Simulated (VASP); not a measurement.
Set up this calculation in VASP 6.6.1, as the native input.

```yaml
Task: single point
Functional: PBEsol
Potentials_or_basis: VASP PAW PBE potentials, release 64 (W_sv, C)
Cutoff: 520 eV
k_mesh: 13 × 13 × 12
Occupations: fermi-dirac, width 0.05 eV
Spin: no spin polarisation
Dipole_correction: no
Further_INCAR_settings: ALGO = Normal; EDIFF = 1e-07; NBANDS = 16
```

The structure of WC lies in POSCAR:

```
WC
1.0
    2.9005014360      0.0000000000      0.0000000000
   -1.4502507180      2.5119079273      0.0000000000
    0.0000000000      0.0000000000      2.9138700000
W C
1 1
Direct
    0.0000000000      0.0000000000      0.0000000000
    0.6666666667      0.3333333333      0.5000000000
```

This cell differs from its parent crystal: zz strain of +3 %.

The input as run:

INCAR

```
SYSTEM = WC
PREC = Accurate
ENCUT = 520
EDIFF = 1E-7
ISMEAR = -1
SIGMA = 0.05
LREAL = .False.
LASPH = .True.
NELM = 60
ALGO = Normal
ISIF = 2
LWAVE = .False.
LCHARG = .True.
GGA = PS
LELF = .True.
LVHAR = .True.
NBANDS = 16
```

KPOINTS

```
regular mesh
0
Gamma
  13 13 12
  0 0 0
```

Potentials or basis: VASP PAW PBE potentials, release 64 (W_sv, C).

The run is started by

```bash
$ cat potpaw_PBE.64/W_sv/POTCAR potpaw_PBE.64/C/POTCAR > POTCAR
$ mpirun -np 1 vasp_std > vasp.out
```

Results of the run:

```yaml
Pressure: -11.8 GPa
Band_gap_on_the_k_mesh: zero (band 9 reaches 11.32 eV, above the bottom of band 10 at 10.01 eV)
```

Caveat: the cell differs from its parent crystal (zz strain of +3 %); the PAW data sets were made with another functional, which shifts forces and pressure a little; spin-orbit coupling is left out, which moves the levels of the heavy elements.

Wall time 24 s on 1 thread of Intel(R) Xeon(R) Platinum 8259CL CPU @ 2.50GHz (Skylake/Cascade Lake) (shared host), peak memory 0.17 GiB.
